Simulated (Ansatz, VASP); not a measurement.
# SiC in VASP and in Ansatz

```xyz
4
Lattice="3.0760 0.0000 0.0000 -1.5380 2.6639 0.0000 0.0000 0.0000 5.0480" Properties=species:S:1:pos:R:3 pbc="T T T"
Si    0.0000    1.7759    0.0000
Si    1.5380    0.8880    2.5240
C     0.0000    1.7759    1.9435
C     1.5380    0.8880    4.4675
```

Alike in both runs: task single point; functional PBEsol; k mesh 12 × 12 × 4; occupations gaussian, width 0.05 eV; no spin polarisation.

```csv
,VASP,Ansatz
version,VASP 6.6.1,Ansatz 0.2.0
potentials or method,"VASP PAW PBE potentials, release 64 (Si, C), cutoff 520 eV","plane waves, PAW"
valence electrons in the cell,16,16
```

```csv
,VASP,Ansatz,Ansatz less VASP
pressure (GPa),0.6,0.3,-0.35
"traceless stress, the component that is largest in VASP (GPa)",-3.31,-3.27,+0.045
```

VASP's potentials were made for PBE, not for PBEsol. The functional is the same, so the differences come from potentials, cutoffs and numerics.
